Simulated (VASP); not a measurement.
Wanted: the native input for a VASP 6.6.1 run.

| Quantity | Value |
| --- | --- |
| Task | single point |
| Functional | LDA |
| Potentials or basis | VASP PAW LDA potentials, release 64 (Ca_sv, Y_sv) |
| Cutoff | 520 eV |
| k mesh | 9 × 9 × 5 |
| Occupations | fermi-dirac, width 0.1 eV |
| Spin | collinear spin, ferromagnetic start |
| Starting moments | [0.0, 0.2] μB |
| Fixed moment | 0.2 μB |
| Dipole correction | no |
| Further INCAR settings | ALGO = Normal; EDIFF = 1e-06; NBANDS = 22 |

The structure of CaY lies in POSCAR:

```
CaY
1.0
    1.9766574348     -2.9332380000      0.0000000000
    1.9766574348      2.9332380000      0.0000000000
   -0.0302115573      0.0000000000      6.1761332710
Ca Y
1 1
Direct
    0.0000000000      0.0000000000      0.0000000000
    0.5000000000      0.5000000000      0.5000000000
```

The input as run:

INCAR

```
SYSTEM = CaY
PREC = Accurate ; ENCUT = 520
EDIFF = 1E-6 ; ISMEAR = -1
SIGMA = 0.1 ; LREAL = .FALSE.
LASPH = .TRUE. ; NELM = 150
ALGO = Normal ; ISIF = 2
LWAVE = .FALSE. ; LCHARG = .FALSE.
ISPIN = 2 ; MAGMOM = 0 0.2
LORBIT = 11 ; NUPDOWN = 0.2
LMAXMIX = 4 ; NBANDS = 22
```

KPOINTS

```
regular mesh
0
G
  9 9 5
  0 0 0
```

Potentials or basis: VASP PAW LDA potentials, release 64 (Ca_sv, Y_sv).

Command:

```bash
$ cat potpaw_LDA.64/Ca_sv/POTCAR potpaw_LDA.64/Y_sv/POTCAR > POTCAR
$ mpirun -np 1 vasp_std > vasp.out
```

Results of the run:

```yaml
Pressure: -2.5 GPa
Net_moment: 0.20 μB per cell
Site_moments: Ca +0.01; Y +0.09 μB
Valence_electrons_inside_the_program's_atomic_spheres: Ca 8.13; Y 9.35
```

Caveat: the total moment is fixed, so each spin has its own Fermi level.

Wall time 6.3 min on 1 thread of AMD EPYC 9755 128-Core Processor, on a shared host, peak memory 0.36 GiB.
